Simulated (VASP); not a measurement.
Wanted: the native input for a VASP 6.6.1 run.

| Quantity | Value |
| --- | --- |
| Task | single point |
| Functional | PBEsol |
| Potentials or basis | VASP PAW PBE potentials, release 64 (Al, Ga_d, N) |
| Cutoff | 520 eV |
| k mesh | 1 × 1 × 1 |
| Occupations | fermi-dirac, width 0.05 eV |
| Spin | no spin polarisation |
| Dipole correction | no |
| Further INCAR settings | LREAL = Auto; ALGO = Normal; EDIFF = 1e-07; NBANDS = 76; ISYM = 0 |

The structure of AlGa3N4 lies in POSCAR:

```
AlGa3N4
1.0
    5.8442820000      0.0295190000      0.0072460000
    0.0295190000      5.8328170000      0.1297100000
    0.0072460000      0.1297100000      5.8621710000
Al Ga N
2 6 8
Direct
    0.7727237221      0.3530863808      0.3266496336
    0.0888389275     -0.0105668007      0.0339740845
    0.2037951138      0.2398931960      0.6079875108
    0.5598071547      0.9515845712      0.2673609491
    0.0501086609      0.8213212263      0.4895492363
    0.6624563844      0.0681602754      0.7540786121
    0.3621684238      0.4639768743      0.0758303173
    0.9477148122      0.5287557762      0.8955340857
    0.3691344653      0.6918579497      0.6681112436
    0.2648544123      0.7970439492      0.2201469889
    0.8567485283      0.0495357153      0.2279537261
    0.2931236038      0.1944150738      0.9029892590
    0.4740624830      0.2566253729      0.4064090021
    0.5366154273      0.7744231810      0.6206071528
    0.9798344153      0.4850032103      0.5427206667
    0.6797068588      0.5571724719      0.0781486932
```

One way to write it, as run:

INCAR

```
SYSTEM = AlGa3N4
PREC = Accurate ; ENCUT = 520
EDIFF = 1E-7 ; ISMEAR = -1
SIGMA = 0.05 ; LREAL = Auto
LASPH = .True. ; NELM = 60
ALGO = Normal ; ISIF = 2
LWAVE = .False. ; LCHARG = .False.
GGA = PS ; ISYM = 0
NBANDS = 76
```

KPOINTS

```
Automatic mesh
0
Gamma
  1 1 1
  0 0 0
```

Potentials or basis: VASP PAW PBE potentials, release 64 (Al, Ga_d, N).

Run with:

```sh
$ cat potpaw_PBE.64/Al/POTCAR potpaw_PBE.64/Ga_d/POTCAR potpaw_PBE.64/N/POTCAR > POTCAR
$ mpirun -np 1 vasp_gam > vasp.out
```

Results of the run:

| Property | Result |
| --- | --- |
| Pressure | -0.8 GPa |
| Largest force | 5.116 eV/Å |

Caveat: the k points lie up to 1.08 Å⁻¹ apart, too coarse for converged energies, forces and pressures; the standard files for N, O and F lose accuracy on very short bonds; the atoms stand as in a frame of molecular dynamics; the PAW data sets were made with another functional, which shifts forces and pressure a little.

Run time: 100 s on 1 thread of AMD EPYC 7R13, on a shared host, peak memory 0.31 GiB.
